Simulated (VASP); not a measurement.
# PtSe2 (P2_1/m) in VASP: single point with PBE

Aim: the single point of PtSe2 with PBE.

Program: VASP 6.6.1. These are calculated values, not measurements. Logs are shortened: lines on timing, memory, paths and dates and some standing lists are left out, and cuts for length are marked.

## (1) The cell of the first run

The structure is monoclinic, space group P2_1/m (No. 11). The conventional cell has a = 5.062 Å, b = 3.724 Å, c = 12.600 Å, α = 90.00°, β = 90.00°, γ = 90.00°. Within 3.0 Å of Pt (site symmetry m) lie 6 Se at 2.24 to 2.49 Å. Pt (site symmetry m) has 6 Se at 2.49 Å within 3.3 Å. Within 3.0 Å of Se (site symmetry m) lie 3 Pt at 2.24 to 2.49 Å. Se (site symmetry m) has 3 Pt at 2.49 Å and 8 Se at 3.32 to 3.47 Å within 3.5 Å. Within 3.4 Å of Se (site symmetry m) lie 3 Pt at 2.49 Å and 6 Se at 3.32 Å. Within 3.4 Å of Se (site symmetry m) lie 3 Pt at 2.49 Å and 6 Se at 3.32 Å.

## (2) Single point, PBE (the distance across one plane changed)

INCAR reads:

```
SYSTEM = PtSe2
PREC = Accurate
ENCUT = 520
EDIFF = 1E-7
ISMEAR = 0
SIGMA = 0.15
LREAL = .False.
LASPH = .True.
NELM = 60
ALGO = Normal
ISIF = 2
LWAVE = .False.
LCHARG = .False.
GGA = PE
NBANDS = 56
KPAR = 4
```

KPOINTS reads:

```
Automatic mesh
0
Gamma
  13 9 4
  0 0 0
```

POSCAR reads:

```
PtSe2
1.0
    1.8620003023     -3.2250791273      0.0000000000
    0.0000000000      0.0000000000     -5.0620000000
   10.9121941927      6.3001582546      0.0000000000
Pt Se
4 8
Direct
    0.0000000000      0.0000000000      0.8958328100
    0.5000000000      0.0000000000      0.1279761157
    0.0000000000      0.0000000000      0.3839283472
    0.5000000000      0.0000000000      0.6398805786
    0.5000000000      0.7500000000      0.9811502205
    0.0000000000      0.7500000000      0.2132935262
    0.5000000000      0.7500000000      0.4692457576
    0.0000000000      0.7500000000      0.7251979890
    0.0000000000      0.2500000000      0.0426587053
    0.5000000000      0.2500000000      0.2986109367
    0.0000000000      0.2500000000      0.5545631681
    0.5000000000      0.2500000000      0.8105153996
```

Potentials or basis: VASP PAW PBE potentials, release 64 (Pt, Se).

On the command line:

```console
$ cat potpaw_PBE.64/Pt/POTCAR potpaw_PBE.64/Se/POTCAR > POTCAR
$ mpirun -np 4 vasp_std > vasp.out
```

OUTCAR:

```text
SYSTEM = PtSe2
   PREC = Accurate
   ENCUT = 520
   EDIFF = 1E-7
   ISMEAR = 0
   LREAL = .False.
   LASPH = .True.
   NELM = 60
   ISIF = 2
   GGA = PE

 ion  position               nearest neighbor table
   1  0.000  0.000  0.896-   9 2.24  12 2.49  12 2.49   5 2.49   5 2.49   8 2.49   2 3.47   2 3.47

   2  0.500  0.000  0.128-   5 2.24   9 2.49   9 2.49   6 2.49   6 2.49  10 2.49   1 3.47   1 3.47

   3  0.000  0.000  0.384-  11 2.49   7 2.49   7 2.49  10 2.49  10 2.49   6 2.49
   4  0.500  0.000  0.640-   8 2.49   8 2.49  11 2.49  11 2.49   7 2.49  12 2.49
   5  0.500  0.750  0.981-   2 2.24   1 2.49   1 2.49
   6  0.000  0.750  0.213-   2 2.49   2 2.49   3 2.49
   7  0.500  0.750  0.469-   3 2.49   3 2.49   4 2.49
   8  0.000  0.750  0.725-   4 2.49   4 2.49   1 2.49
   9  0.000  0.250  0.043-   1 2.24   2 2.49   2 2.49
  10  0.500  0.250  0.299-   3 2.49   3 2.49   2 2.49
  11  0.000  0.250  0.555-   3 2.49   4 2.49   4 2.49
  12  0.500  0.250  0.811-   1 2.49   1 2.49   4 2.49

  LATTYP: Found a simple orthorhombic cell.
 ALAT       =     3.7240006046
 B/A-ratio  =     1.3592908642
 C/A-ratio  =     3.3835430890

  Lattice vectors:

 A1 = (   1.8620003023,  -3.2250791273,   0.0000000000)
 A2 = (   0.0000000000,   0.0000000000,  -5.0620000000)
 A3 = (  10.9121941927,   6.3001582546,   0.0000000000)

Analysis of symmetry for initial positions (statically):
=====================================================================
 Subroutine PRICEL returns:
 Original cell was already a primitive cell.

 Routine SETGRP: Setting up the symmetry group for a
 simple orthorhombic supercell.

 Subroutine GETGRP returns: Found  4 space group operations
 (whereof  2 operations were pure point group operations)
 out of a pool of  8 trial point group operations.

The static configuration has the point symmetry C_1h.
 The point group associated with its full space group is C_2h.

Analysis of symmetry for dynamics (positions and initial velocities):
=====================================================================
 Subroutine PRICEL returns:
 Original cell was already a primitive cell.

 Routine SETGRP: Setting up the symmetry group for a
 simple orthorhombic supercell.

 Subroutine GETGRP returns: Found  4 space group operations
 (whereof  2 operations were pure point group operations)
 out of a pool of  8 trial point group operations.

The dynamic configuration has the point symmetry C_1h.
 The point group associated with its full space group is C_2h.

 Subroutine INISYM returns: Found  4 space group operations
 (whereof  2 operations are pure point group operations),
 and found     1 'primitive' translations

----------------------------------------------------------------------------------------

                                     Primitive cell

  volume of cell :     237.5272

  direct lattice vectors                    reciprocal lattice vectors
     1.862000302 -3.225079127  0.000000000     0.134264210 -0.232552434  0.000000000
     0.000000000  0.000000000 -5.062000000     0.000000000  0.000000000 -0.197550375
    10.912194193  6.300158255  0.000000000     0.068730448  0.039681543  0.000000000

  length of vectors
     3.724000605  5.062000000 12.600316509     0.268528420  0.197550375  0.079363086

  position of ions in fractional coordinates (direct lattice)
     0.000000000  0.000000000  0.895832810
     0.500000000  0.000000000  0.127976116
     0.000000000  0.000000000  0.383928347
     0.500000000  0.000000000  0.639880579
     0.500000000  0.750000000  0.981150220
     0.000000000  0.750000000  0.213293526
     0.500000000  0.750000000  0.469245758
     0.000000000  0.750000000  0.725197989
     0.000000000  0.250000000  0.042658705
     0.500000000  0.250000000  0.298610937
     0.000000000  0.250000000  0.554563168
     0.500000000  0.250000000  0.810515400

  ion indices of the primitive-cell ions
   primitive index   ion index
                 1           1
                 2           2
                 3           3
                 4           4
                 5           5
                 6           6
                 7           7
                 8           8
                 9           9
                10          10
                11          11
                12          12

----------------------------------------------------------------------------------------

 KPOINTS: Automatic mesh

Automatic generation of k-mesh.
 Grid dimensions read from file:
 generate k-points for:   13    9    4

 Generating k-lattice:

  Cartesian coordinates                     Fractional coordinates (reciprocal lattice)
     0.010328016 -0.017888649  0.000000000     0.076923077  0.000000000  0.000000000
     0.000000000  0.000000000 -0.021950042     0.000000000  0.111111111  0.000000000
     0.017182612  0.009920386  0.000000000     0.000000000  0.000000000  0.250000000

  Length of vectors
     0.020656032  0.021950042  0.019840771

  Shift w.r.t. Gamma in fractional coordinates (k-lattice)
     0.000000000  0.000000000  0.000000000

 Subroutine IBZKPT returns following result:
 ===========================================

 Found    133 irreducible k-points:

 Following reciprocal coordinates:
            Coordinates               Weight
  0.000000  0.000000  0.000000      1.000000
  0.076923  0.000000  0.000000      2.000000
  0.153846  0.000000 -0.000000      2.000000
  0.230769  0.000000  0.000000      2.000000
  0.307692  0.000000 -0.000000      2.000000
  0.384615  0.000000  0.000000      2.000000
[... 16 lines left out ...]
  0.076923  0.333333  0.000000      4.000000
  0.153846  0.333333 -0.000000      4.000000
 [... further k-points ...]
   k-points           NKPTS =    133   k-points in BZ     NKDIM =    133   number of bands    NBANDS=     56
   number of dos      NEDOS =    301   number of ions     NIONS =     12
   total plane-waves  NPLWV = 107520
   dimension x,y,z NGX =    28 NGY =   40 NGZ =   96
   dimension x,y,z NGXF=    56 NGYF=   80 NGZF=  192
   ions per type =               4   8
   NGX,Y,Z   is equivalent  to a cutoff of  12.50, 13.14, 12.67 a.u.
   NGXF,Y,Z  is equivalent  to a cutoff of  25.00, 26.27, 25.33 a.u.
 SYSTEM =  PtSe2
   PREC   = accura    normal or accurate (medium, high low for compatibility)
   ISTART =      0    job   : 0-new  1-cont  2-samecut
   ICHARG =      2    charge: 1-file 2-atom 10-const
   ISPIN  =      1    spin polarized calculation?
   LNONCOLLINEAR =      F non collinear calculations
   LSORBIT =      F    spin-orbit coupling
   LASPH  =      T    aspherical Exc in radial PAW
   ENCUT  =  520.0 eV  38.22 Ry    6.18 a.u.   6.92  9.41 23.43*2*pi/ulx,y,z
   NELM   =     60;   NELMIN=  2; NELMDL= -5     # of ELM steps
   EDIFF  = 0.1E-06   stopping-criterion for ELM
   LREAL  =      F    real-space projection
   EDIFFG = 0.1E-05   stopping-criterion for IOM
   NSW    =      0    number of steps for IOM
   IBRION =     -1    ionic relax: 0-MD 1-quasi-New 2-CG
   NFREE  =      0    steps in history (QN), initial steepest desc. (CG)
   ISIF   =      2    stress and relaxation
   ISYM   =      2    0-nonsym 1-usesym 2-fastsym
   POTIM  = 0.5000    time-step for ionic-motion
   TEBEG  =    0.0;   TEEND  =   0.0 temperature during run
   PSTRESS=    0.0 pullay stress
   NELECT =      88.0000    total number of electrons
   NUPDOWN=      -1.0000    fix difference up-down
   EMIN   =  10.00;   EMAX   =-10.00  energy-range for DOS
   EFERMI =   0.00;   METHOD = LEGACY
   ISMEAR =     0;   SIGMA  =   0.15  broadening in eV -4-tet -1-fermi 0-gaus
   EFERMI_NEDOS =   21; number of points for ismear=-14 and -15
   IALGO  =     38    algorithm
   IMIX   =      4    mixing-type and parameters
     AMIX     =   0.40;   BMIX     =  1.00
     AMIX_MAG =   1.60;   BMIX_MAG =  1.00
  volume/ion in A,a.u.               =      19.79       133.58
  Fermi-wavevector in a.u.,A,eV,Ry     =   1.175794  2.221929 18.809942  1.382492
  Thomas-Fermi vector in A             =   2.312169
   LORBIT       =      0    0 simple, 1 ext, 2 COOP (PROOUT), +10 PAW based schemes
   GGA     = PE    functional components
   LHFCALC =     F    Hartree Fock is set to
   AEXX    =    0.0000 exact exchange contribution
   IVDW    =     0    specifies the selected vdW correction
   LEPSILON=     F    determine dielectric tensor
   LRPA    =     F    only Hartree local field effects (RPA)
 non-spin polarized calculation
 Gauss-broadening in eV      SIGMA  =   0.15
  energy-cutoff  :      520.00
  volume of cell :      237.53
 maximum number of plane-waves:      6444
   NGX = 13   NGY = 19   NGZ = 47

 number of electron      88.0000001 magnetization

 Free energy of the ion-electron system (eV)
  ---------------------------------------------------
  ext. energy  EPLUGINS =         0.00000000
  ---------------------------------------------------
  free energy    TOTEN  =       -55.58955475 eV

  energy without entropy =      -55.56159857  energy(sigma->0) =      -55.57557666

 E-fermi :   6.8544     XC(G=0): -10.7411

 val. band max:        6.8345516618   @ k =   0.0769   0.0000   0.5000
 cond. band min:       6.8584645119   @ k =   0.3077   0.1111   0.5000
 fundamental gap:      0.0239128501
 Fermi energy:         6.8543869373

 k-point     1 :       0.0000    0.0000    0.0000
  band No.  band energies     occupation
      1      -9.2535      2.00000
      2      -8.4196      2.00000
      3      -8.2021      2.00000
      4      -7.1064      2.00000
      5      -7.0917      2.00000
      6      -6.6284      2.00000
[... 48 lines left out ...]
     55      11.4913      0.00000
     56      11.6506      0.00000

 k-point     2 :       0.0769    0.0000    0.0000
  band No.  band energies     occupation
      1      -9.2044      2.00000
      2      -8.3763      2.00000
      3      -8.1601      2.00000
      4      -7.0997      2.00000
      5      -7.0829      2.00000
      6      -6.6351      2.00000
[... 48 lines left out ...]
     55      11.5359      0.00000
     56      11.8506      0.00000

 k-point     3 :       0.1538    0.0000   -0.0000
  band No.  band energies     occupation
      1      -9.0604      2.00000
      2      -8.2501      2.00000
      3      -8.0383      2.00000
      4      -7.0920      2.00000
      5      -7.0568      2.00000
      6      -6.6523      2.00000
[... 1172 lines left out ...]
 k-point    23 :       0.0769    0.3333    0.0000
  band No.  band energies     occupation
      1      -8.8431      2.00000
      2      -8.0447      2.00000
      3      -7.8381      2.00000
      4      -7.4446      2.00000
      5      -7.0725      2.00000
      6      -6.8682      2.00000
[... 48 lines left out ...]
     55      11.6183      0.00000
     56      12.1098      0.00000

 k-point    24 :       0.1538    0.3333   -0.0000
  band No.  band energies     occupation
      1      -8.7081      2.00000
      2      -7.9309      2.00000
      3      -7.7305      2.00000
      4      -7.4202      2.00000
      5      -7.0337      2.00000
      6      -6.8495      2.00000
[... 48 lines left out ...]
     55      12.1250      0.00000
     56      12.4254      0.00000

 [... further k-points ...]
[... 5 lines left out ...]
  --------------------------------------------------------------------------------------
  -------------------------------------------------------------------------------------
  Total       24.1912395     18.1862088     15.4224660      5.2005092     -3.7137751     -6.4324463
  in kB      163.1756554    122.6702970    104.0281955     35.0786694    -25.0502953    -43.3883776
  external PRESSURE =     129.9580493 kB  Pullay stress =       0.0000000 kB

 VOLUME and BASIS-vectors are now :
 -----------------------------------------------------------------------------
  energy-cutoff  :      520.00
  volume of cell :      237.53
      direct lattice vectors                 reciprocal lattice vectors
     1.862000302 -3.225079127  0.000000000     0.134264210 -0.232552434  0.000000000
     0.000000000  0.000000000 -5.062000000     0.000000000  0.000000000 -0.197550375
    10.912194193  6.300158255  0.000000000     0.068730448  0.039681543  0.000000000

 POSITION                                       TOTAL-FORCE (eV/Angst)
 -----------------------------------------------------------------------------------
      9.77550      5.64389      0.00000        -2.902550     -1.675788      1.910842
      2.32750     -0.80627      0.00000         2.902550      1.675788     -1.910842
      4.18950      2.41881      0.00000         0.026218      0.015137      0.061284
      7.91350      2.41881      0.00000        -0.026218     -0.015137     -0.061284
     11.63750      4.56886     -3.79650        -2.652743     -1.531562      2.386269
      2.32750      1.34378     -3.79650         0.318672      0.183986      0.729827
      6.05150      1.34378     -3.79650         0.051958      0.029998      0.519453
      7.91350      4.56886     -3.79650        -0.162264     -0.093683      0.824528
      0.46550      0.26876     -1.26550         2.652743      1.531562     -2.386269
      4.18950      0.26876     -1.26550         0.162264      0.093683     -0.824528
      6.05150      3.49384     -1.26550        -0.051958     -0.029998     -0.519453
      9.77550      3.49384     -1.26550        -0.318672     -0.183986     -0.729827
 -----------------------------------------------------------------------------------
    total drift:                                0.000008      0.000005      0.000010

  FREE ENERGIE OF THE ION-ELECTRON SYSTEM (eV)
  ---------------------------------------------------
  free  energy   TOTEN  =       -55.5895547491 eV

  energy  without entropy=      -55.5615985680  energy(sigma->0) =      -55.57557666
```

Wall time 9.3 min (4 MPI ranks of Intel Xeon Platinum 8259CL at 2.50GHz (Skylake/Cascade Lake), shared host); peak memory 1.3 GiB.

Results:

* Free energy: -55.5896 eV
* Pressure: 13.0 GPa
* Largest force: 3.883 eV/Å
* Band gap on the k mesh: zero (bands 44 and 45 overlap by 0.35 eV)

Forces on the atoms (eV/Å):
```
Pt  -2.903 -1.676  1.911
Pt   2.903  1.676 -1.911
Pt   0.026  0.015  0.061
Pt  -0.026 -0.015 -0.061
Se  -2.653 -1.532  2.386
Se   0.319  0.184  0.730
Se   0.052  0.030  0.519
Se  -0.162 -0.094  0.825
Se   2.653  1.532 -2.386
Se   0.162  0.094 -0.825
Se  -0.052 -0.030 -0.519
Se  -0.319 -0.184 -0.730
```

Stress tensor (GPa, compression positive):
```
16.32  3.51 -4.34
 3.51 12.27 -2.51
-4.34 -2.51 10.40
```

Levels at points of the mesh, in eV from the Fermi level:
```tsv
k point	band 42	band 43	band 44	band 45	band 46	band 47
(0.00, 0.00, 0.00)	-1.01	-0.97	0.31	0.80	1.28	1.42
(0.00, 0.00, 0.50)	-1.12	-0.10	-0.03	0.88	0.99	1.33
```

Caveat: the cell differs from its parent crystal (the distance across one plane changed); the stress differs along the axes, from 10 to 16 GPa; spin-orbit coupling is left out, which moves the levels of the heavy elements; forces of over 1 eV/Å act on the atoms, so gaps and moduli don't describe the material at rest.

The gap in the log of VASP goes by the Fermi energy; the results here count the filled bands.